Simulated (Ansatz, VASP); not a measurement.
**Zn: VASP beside Ansatz**

Contents of INCAR:

```
SYSTEM = Zn
  ALGO = Normal
  EDIFF = 1E-6
  ENCUT = 520
  GGA = RE
  ISIF = 2
  ISMEAR = -1
  LASPH = .True.
  LCHARG = .False.
  LREAL = .False.
  LWAVE = .False.
  NBANDS = 12
  NELM = 60
  PREC = Accurate
  SIGMA = 0.1
```

KPOINTS

```
k-points
0
Gamma
  13 13 13
  0 0 0
```

The input POSCAR:

```
Zn
1.0
    2.5892765144      0.0000000000      0.0000000000
    0.0000000000      2.5892765144      0.0000000000
    0.0000000000      0.0000000000      2.5892765144
Zn
1
Direct
    0.0000000000      0.0000000000      0.0000000000
```

Input for Ansatz:

```yaml
crystal:
  lattice:
    - [2.5892765144, 0.0, 0.0]
    - [0.0, 2.5892765144, 0.0]
    - [0.0, 0.0, 2.5892765144]
  atoms:
    - { symbol: Zn, position: [0.0, 0.0, 0.0] }
hamiltonian:
  xc: revpbe
  pseudopotentials:
    kind: paw
    azcp:
      Zn: "pseudopotentials/Zn.paw.azcp"
basis:
  ecutwfc: 420
  fft_grid_basis: typed
kpoints:
  mp_grid: { grid: [13, 13, 13], shift: [0, 0, 0] }
magnetization:
  spin_polarized: false
scf:
  occupations: { method: fermi_dirac, width: 0.1 }
  lower_state_search: "off"
output:
  stress: true
  write_density: true
  write_potential: true
  elf: true
  volumetric_format: npy
```

Alike in both runs: task single point; functional revPBE; k mesh 13 × 13 × 13; occupations fermi-dirac, width 0.1 eV; no spin polarisation.

|  | VASP | Ansatz |
| --- | --- | --- |
| version | VASP 6.6.1 | Ansatz 0.2.0 |
| potentials or method | VASP PAW PBE potentials, release 64 (Zn), cutoff 520 eV | plane waves (420 eV) with PAW, scalar-relativistic |
| valence electrons in the cell | 12 | 12 |

```tsv
	VASP	Ansatz	Ansatz less VASP
pressure (GPa)	4.6	4.4	-0.21
```

VASP's potentials were made for PBE, not for revPBE. The functional is the same, so the differences come from potentials, cutoffs and numerics.
